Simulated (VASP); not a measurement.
# AlNi2 (P-3m1) in VASP: a series of runs, part 2 of 2

VASP 6.6.1. Earlier steps stand in the parts before.

## (3) Single point, r2SCAN

Input file POSCAR:

```
AlNi2
1.0
    3.9740030242      0.0000000000      0.0000000000
   -1.9870015121      3.4415875737      0.0000000000
    0.0000000000      0.0000000000      4.9042588200
Al Ni
2 4
Direct
    0.3333333333      0.6666666667      0.1898740600
    0.6666666667      0.3333333333      0.8101259400
    0.3333333333      0.6666666667      0.6851100400
    0.6666666667      0.3333333333      0.3148899600
    0.0000000000      0.0000000000      0.5000000000
    0.0000000000      0.0000000000      0.0000000000
```

Input file INCAR.step1:

```
  ALGO = Normal
  EDIFF = 1E-5
  ENCUT = 550
  GGA = PE
  GGA_COMPAT = F
  ISMEAR = 0
  ISYM = -1
  KPAR = 1
  LASPH = T
  LCHARG = F
  LREAL = F
  LWAVE = T
  NBANDS = 32
  NELM = 120
  PREC = Accurate
  SIGMA = 0.1
```

Input file INCAR.step2:

```
  ALGO = Normal
  EDIFF = 1E-6
  ENCUT = 550
  GGA_COMPAT = F
  ISIF = 2
  ISMEAR = 0
  ISTART = 1
  ISYM = -1
  KPAR = 1
  LASPH = T
  LCHARG = F
  LMIXTAU = T
  LREAL = F
  LWAVE = F
  METAGGA = R2SCAN
  NBANDS = 32
  NELM = 120
  PREC = Accurate
  SIGMA = 0.1
```

Input file KPOINTS:

```
explicit points
108
Reciprocal
  0.08333333   0.08333333   0.08333333 2
  0.08333333   0.08333333   0.25000000 2
  0.08333333   0.08333333   0.41666667 2
  0.08333333   0.08333333   0.58333333 2
  0.08333333   0.08333333   0.75000000 2
  0.08333333   0.08333333   0.91666667 2
  0.08333333   0.25000000   0.08333333 2
  0.08333333   0.25000000   0.25000000 2
  0.08333333   0.25000000   0.41666667 2
  0.08333333   0.25000000   0.58333333 2
  0.08333333   0.25000000   0.75000000 2
  0.08333333   0.25000000   0.91666667 2
  0.08333333   0.41666667   0.08333333 2
  0.08333333   0.41666667   0.25000000 2
  0.08333333   0.41666667   0.41666667 2
  0.08333333   0.41666667   0.58333333 2
  0.08333333   0.41666667   0.75000000 2
  0.08333333   0.41666667   0.91666667 2
  0.08333333   0.58333333   0.08333333 2
  0.08333333   0.58333333   0.25000000 2
  0.08333333   0.58333333   0.41666667 2
  0.08333333   0.58333333   0.58333333 2
  0.08333333   0.58333333   0.75000000 2
  0.08333333   0.58333333   0.91666667 2
  0.08333333   0.75000000   0.08333333 2
  0.08333333   0.75000000   0.25000000 2
  0.08333333   0.75000000   0.41666667 2
  0.08333333   0.75000000   0.58333333 2
  0.08333333   0.75000000   0.75000000 2
  0.08333333   0.75000000   0.91666667 2
  0.08333333   0.91666667   0.08333333 2
  0.08333333   0.91666667   0.25000000 2
  0.08333333   0.91666667   0.41666667 2
  0.08333333   0.91666667   0.58333333 2
  0.08333333   0.91666667   0.75000000 2
  0.08333333   0.91666667   0.91666667 2
  0.25000000   0.08333333   0.08333333 2
  0.25000000   0.08333333   0.25000000 2
  0.25000000   0.08333333   0.41666667 2
  0.25000000   0.08333333   0.58333333 2
  0.25000000   0.08333333   0.75000000 2
  0.25000000   0.08333333   0.91666667 2
  0.25000000   0.25000000   0.08333333 2
  0.25000000   0.25000000   0.25000000 2
  0.25000000   0.25000000   0.41666667 2
  0.25000000   0.25000000   0.58333333 2
  0.25000000   0.25000000   0.75000000 2
  0.25000000   0.25000000   0.91666667 2
  0.25000000   0.41666667   0.08333333 2
  0.25000000   0.41666667   0.25000000 2
  0.25000000   0.41666667   0.41666667 2
  0.25000000   0.41666667   0.58333333 2
  0.25000000   0.41666667   0.75000000 2
  0.25000000   0.41666667   0.91666667 2
  0.25000000   0.58333333   0.08333333 2
  0.25000000   0.58333333   0.25000000 2
  0.25000000   0.58333333   0.41666667 2
  0.25000000   0.58333333   0.58333333 2
  0.25000000   0.58333333   0.75000000 2
  0.25000000   0.58333333   0.91666667 2
  0.25000000   0.75000000   0.08333333 2
  0.25000000   0.75000000   0.25000000 2
  0.25000000   0.75000000   0.41666667 2
  0.25000000   0.75000000   0.58333333 2
  0.25000000   0.75000000   0.75000000 2
  0.25000000   0.75000000   0.91666667 2
  0.25000000   0.91666667   0.08333333 2
  0.25000000   0.91666667   0.25000000 2
  0.25000000   0.91666667   0.41666667 2
  0.25000000   0.91666667   0.58333333 2
  0.25000000   0.91666667   0.75000000 2
  0.25000000   0.91666667   0.91666667 2
  0.41666667   0.08333333   0.08333333 2
  0.41666667   0.08333333   0.25000000 2
  0.41666667   0.08333333   0.41666667 2
  0.41666667   0.08333333   0.58333333 2
  0.41666667   0.08333333   0.75000000 2
  0.41666667   0.08333333   0.91666667 2
  0.41666667   0.25000000   0.08333333 2
  0.41666667   0.25000000   0.25000000 2
  0.41666667   0.25000000   0.41666667 2
  0.41666667   0.25000000   0.58333333 2
  0.41666667   0.25000000   0.75000000 2
  0.41666667   0.25000000   0.91666667 2
  0.41666667   0.41666667   0.08333333 2
  0.41666667   0.41666667   0.25000000 2
  0.41666667   0.41666667   0.41666667 2
  0.41666667   0.41666667   0.58333333 2
  0.41666667   0.41666667   0.75000000 2
  0.41666667   0.41666667   0.91666667 2
  0.41666667   0.58333333   0.08333333 2
  0.41666667   0.58333333   0.25000000 2
  0.41666667   0.58333333   0.41666667 2
  0.41666667   0.58333333   0.58333333 2
  0.41666667   0.58333333   0.75000000 2
  0.41666667   0.58333333   0.91666667 2
  0.41666667   0.75000000   0.08333333 2
  0.41666667   0.75000000   0.25000000 2
  0.41666667   0.75000000   0.41666667 2
  0.41666667   0.75000000   0.58333333 2
  0.41666667   0.75000000   0.75000000 2
  0.41666667   0.75000000   0.91666667 2
  0.41666667   0.91666667   0.08333333 2
  0.41666667   0.91666667   0.25000000 2
  0.41666667   0.91666667   0.41666667 2
  0.41666667   0.91666667   0.58333333 2
  0.41666667   0.91666667   0.75000000 2
  0.41666667   0.91666667   0.91666667 2
```

Potentials or basis: VASP PAW PBE potentials, release 64 (Al, Ni).

Run with:

```console
cat potpaw_PBE.64/Al/POTCAR potpaw_PBE.64/Ni/POTCAR > POTCAR
cp INCAR.step1 INCAR
mpirun -np 4 vasp_std > vasp.out
cp INCAR.step2 INCAR
mpirun -np 4 vasp_std > vasp.out
```

OUTCAR:

```text
EDIFF = 1E-6
   ENCUT = 550
   ISIF = 2
   ISMEAR = 0
   ISTART = 1
   ISYM = -1
   LASPH = T
   LREAL = F
   METAGGA = R2SCAN
   NELM = 120
   PREC = Accurate

 ion  position               nearest neighbor table
   1  0.333  0.667  0.190-   4 2.37   4 2.37   4 2.37   3 2.43   3 2.48   6 2.48   6 2.48   6 2.48
                             5 2.75   5 2.75   5 2.75   2 2.96   2 2.96   2 2.96
   2  0.667  0.333  0.810-   3 2.37   3 2.37   3 2.37   4 2.43   4 2.48   6 2.48   6 2.48   6 2.48
                             5 2.75   5 2.75   5 2.75   1 2.96   1 2.96   1 2.96
   3  0.333  0.667  0.685-   2 2.37   2 2.37   2 2.37   1 2.43   5 2.47   5 2.47   5 2.47   1 2.48
                             6 2.77   6 2.77   6 2.77   4 2.93   4 2.93   4 2.93
   4  0.667  0.333  0.315-   1 2.37   1 2.37   1 2.37   2 2.43   5 2.47   5 2.47   5 2.47   2 2.48
                             6 2.77   6 2.77   6 2.77   3 2.93   3 2.93   3 2.93
   5  0.000  0.000  0.500-   6 2.45   6 2.45   3 2.47   4 2.47   4 2.47   3 2.47   4 2.47   3 2.47
                             1 2.75   2 2.75   1 2.75   2 2.75   2 2.75   1 2.75
   6  0.000  0.000  0.000-   5 2.45   5 2.45   1 2.48   2 2.48   2 2.48   1 2.48   2 2.48   1 2.48
                             3 2.77   4 2.77   4 2.77   3 2.77   3 2.77   4 2.77

IMPORTANT INFORMATION: All symmetrisations will be switched off!
NOSYMM: (Re-)initialisation of all symmetry stuff for point group C_1.

----------------------------------------------------------------------------------------

                                     Primitive cell

  volume of cell :      67.0750

  direct lattice vectors                    reciprocal lattice vectors
     3.974003024  0.000000000  0.000000000     0.251635440  0.145281789  0.000000000
    -1.987001512  3.441587574  0.000000000     0.000000000  0.290563578  0.000000000
     0.000000000  0.000000000  4.904258820     0.000000000  0.000000000  0.203904410

  length of vectors
     3.974003024  3.974003024  4.904258820     0.290563578  0.290563578  0.203904410

  position of ions in fractional coordinates (direct lattice)
     0.333333333  0.666666667  0.189874060
     0.666666667  0.333333333  0.810125940
     0.333333333  0.666666667  0.685110040
     0.666666667  0.333333333  0.314889960
     0.000000000  0.000000000  0.500000000
     0.000000000  0.000000000  0.000000000

  ion indices of the primitive-cell ions
   primitive index   ion index
                 1           1
                 2           2
                 3           3
                 4           4
                 5           5
                 6           6

----------------------------------------------------------------------------------------

 KPOINTS: explicit points

Read explicit list of k-points.

 Found    108 k-points:

 Following reciprocal coordinates:
            Coordinates               Weight
  0.083333  0.083333  0.083333      0.009259
  0.083333  0.083333  0.250000      0.009259
  0.083333  0.083333  0.416667      0.009259
  0.083333  0.083333  0.583333      0.009259
  0.083333  0.083333  0.750000      0.009259
  0.083333  0.083333  0.916667      0.009259
[... 16 lines left out ...]
  0.083333  0.583333  0.750000      0.009259
  0.083333  0.583333  0.916667      0.009259
 [... further k-points ...]
   k-points           NKPTS =    108   k-points in BZ     NKDIM =    108   number of bands    NBANDS=     32
   number of dos      NEDOS =    301   number of ions     NIONS =      6
   total plane-waves  NPLWV =  36000
   dimension x,y,z NGX =    30 NGY =   30 NGZ =   40
   dimension x,y,z NGXF=    60 NGYF=   60 NGZF=   80
   ions per type =               2   4
   NGX,Y,Z   is equivalent  to a cutoff of  12.55, 12.55, 13.56 a.u.
   NGXF,Y,Z  is equivalent  to a cutoff of  25.10, 25.10, 27.12 a.u.
 SYSTEM =  unknown system
   PREC   = accura    normal or accurate (medium, high low for compatibility)
   ISTART =      1    job   : 0-new  1-cont  2-samecut
   ICHARG =      0    charge: 1-file 2-atom 10-const
   ISPIN  =      1    spin polarized calculation?
   LNONCOLLINEAR =      F non collinear calculations
   LSORBIT =      F    spin-orbit coupling
   LASPH  =      T    aspherical Exc in radial PAW
   ENCUT  =  550.0 eV  40.42 Ry    6.36 a.u.   7.60  7.60  9.38*2*pi/ulx,y,z
   NELM   =    120;   NELMIN=  2; NELMDL=  0     # of ELM steps
   EDIFF  = 0.1E-05   stopping-criterion for ELM
   LREAL  =      F    real-space projection
   EDIFFG = 0.1E-04   stopping-criterion for IOM
   NSW    =      0    number of steps for IOM
   IBRION =     -1    ionic relax: 0-MD 1-quasi-New 2-CG
   NFREE  =      0    steps in history (QN), initial steepest desc. (CG)
   ISIF   =      2    stress and relaxation
   ISYM   =     -1    0-nonsym 1-usesym 2-fastsym
   POTIM  = 0.5000    time-step for ionic-motion
   TEBEG  =    0.0;   TEEND  =   0.0 temperature during run
   PSTRESS=    0.0 pullay stress
   NELECT =      46.0000    total number of electrons
   NUPDOWN=      -1.0000    fix difference up-down
   EMIN   =  10.00;   EMAX   =-10.00  energy-range for DOS
   EFERMI =   0.00;   METHOD = LEGACY
   ISMEAR =     0;   SIGMA  =   0.10  broadening in eV -4-tet -1-fermi 0-gaus
   EFERMI_NEDOS =   21; number of points for ismear=-14 and -15
   IALGO  =     38    algorithm
   IMIX   =      4    mixing-type and parameters
     AMIX     =   0.40;   BMIX     =  1.00
     AMIX_MAG =   1.60;   BMIX_MAG =  1.00
  volume/ion in A,a.u.               =      11.18        75.44
  Fermi-wavevector in a.u.,A,eV,Ry     =   1.443690  2.728179 28.357821  2.084241
  Thomas-Fermi vector in A             =   2.562069
   LORBIT       =      0    0 simple, 1 ext, 2 COOP (PROOUT), +10 PAW based schemes
   METAGGA = R2SCAN    functional components
   LHFCALC =     F    Hartree Fock is set to
   AEXX    =    0.0000 exact exchange contribution
   IVDW    =     0    specifies the selected vdW correction
   LEPSILON=     F    determine dielectric tensor
   LRPA    =     F    only Hartree local field effects (RPA)
 non-spin polarized calculation
 Gauss-broadening in eV      SIGMA  =   0.10
  energy-cutoff  :      550.00
  volume of cell :       67.07
 maximum number of plane-waves:      1982
   NGX = 15   NGY = 15   NGZ = 19

 number of electron      46.0000023 magnetization

 Free energy of the ion-electron system (eV)
  ---------------------------------------------------
  ext. energy  EPLUGINS =         0.00000000
  ---------------------------------------------------
  free energy    TOTEN  =       -64.26932673 eV

  energy without entropy =      -64.25623463  energy(sigma->0) =      -64.26278068

 E-fermi :   9.9315     XC(G=0): -13.6508

 val. band max:        9.9239001699   @ k =   0.4167   0.5833   0.2500
 cond. band min:       9.9325313348   @ k =   0.4167   0.7500   0.7500
 fundamental gap:      0.0086311648
 Fermi energy:         9.9315406136

 k-point     1 :       0.0833    0.0833    0.0833
  band No.  band energies     occupation
      1      -0.8743      2.00000
      2       3.9840      2.00000
      3       5.0398      2.00000
      4       5.9503      2.00000
      5       6.0322      2.00000
      6       6.2806      2.00000
[... 24 lines left out ...]
     31      17.1311      0.00000
     32      17.9703      0.00000

 k-point     2 :       0.0833    0.0833    0.2500
  band No.  band energies     occupation
      1      -0.5187      2.00000
      2       2.6534      2.00000
      3       5.4340      2.00000
      4       6.0402      2.00000
      5       6.1235      2.00000
      6       6.1839      2.00000
[... 24 lines left out ...]
     31      17.3368      0.00000
     32      17.9116      0.00000
[... 733 lines left out ...]
     31      18.8005      0.00000
     32      19.1941      0.00000

 k-point    24 :       0.0833    0.5833    0.9167
  band No.  band energies     occupation
      1       0.7545      2.00000
      2       3.5026      2.00000
      3       4.7675      2.00000
      4       5.3755      2.00000
      5       6.0085      2.00000
      6       6.4759      2.00000
[... 24 lines left out ...]
     31      17.8873      0.00000
     32      18.8193      0.00000

 [... further k-points ...]

------------------------ aborting loop because EDIFF is reached ----------------------------------------

  FORCE on cell =-STRESS in cart. coord.  units (eV):
  Direction    XX          YY          ZZ          XY          YZ          ZX
  --------------------------------------------------------------------------------------
  -------------------------------------------------------------------------------------
  Total        0.2399875      0.2896850      0.2276518      0.0430391     -0.0762255      0.1320259
  in kB        5.7324299      6.9195239      5.4377749      1.0280490     -1.8207504      3.1536204
  external PRESSURE =       6.0299095 kB  Pullay stress =       0.0000000 kB

 VOLUME and BASIS-vectors are now :
 -----------------------------------------------------------------------------
  energy-cutoff  :      550.00
  volume of cell :       67.07
      direct lattice vectors                 reciprocal lattice vectors
     3.974003024  0.000000000  0.000000000     0.251635440  0.145281789  0.000000000
    -1.987001512  3.441587574  0.000000000     0.000000000  0.290563578  0.000000000
     0.000000000  0.000000000  4.904258820     0.000000000  0.000000000  0.203904410

 POSITION                                       TOTAL-FORCE (eV/Angst)
 -----------------------------------------------------------------------------------
     -0.00000      2.29439      0.93119         0.012258     -0.007078      0.003043
      1.98700      1.14720      3.97307        -0.012258      0.007077     -0.003040
     -0.00000      2.29439      3.35996         0.027175     -0.015689      0.018276
      1.98700      1.14720      1.54430        -0.027175      0.015689     -0.018260
      0.00000      0.00000      2.45213        -0.000000      0.000000     -0.000021
      0.00000      0.00000      0.00000        -0.000000      0.000000      0.000001
 -----------------------------------------------------------------------------------
    total drift:                               -0.000001      0.000001     -0.000000

  FREE ENERGIE OF THE ION-ELECTRON SYSTEM (eV)
  ---------------------------------------------------
  free  energy   TOTEN  =       -64.2693267272 eV

  energy  without entropy=      -64.2562346292  energy(sigma->0) =      -64.26278068
```

It took 6.2 min on 4 MPI ranks of Intel Xeon Platinum 8488C (Sapphire Rapids), shared host; peak memory 0.19 GiB.

Results:

```yaml
Free_energy: -64.2693 eV
Pressure: 0.6 GPa
Largest_force: 0.036 eV/Å
Band_gap_on_the_k_mesh: zero (bands 23 and 24 overlap by 3.33 eV)
```

Forces in eV/Å, atoms in the order of the input:
```
Al   0.012 -0.007  0.003
Al  -0.012  0.007 -0.003
Ni   0.027 -0.016  0.018
Ni  -0.027  0.016 -0.018
Ni   0.000  0.000  0.000
Ni   0.000  0.000  0.000
```

Levels at points of the mesh, in eV from the Fermi level:
```csv
k point,band 19,band 20,band 21,band 22,band 23,band 24,band 25,band 26,band 27,band 28
"(0.08, 0.08, 0.08)",-0.80,-0.75,-0.58,-0.54,0.73,1.56,1.68,4.64,5.12,5.57
```

Caveat: the PAW data sets were made with another functional, which shifts forces and pressure a little.
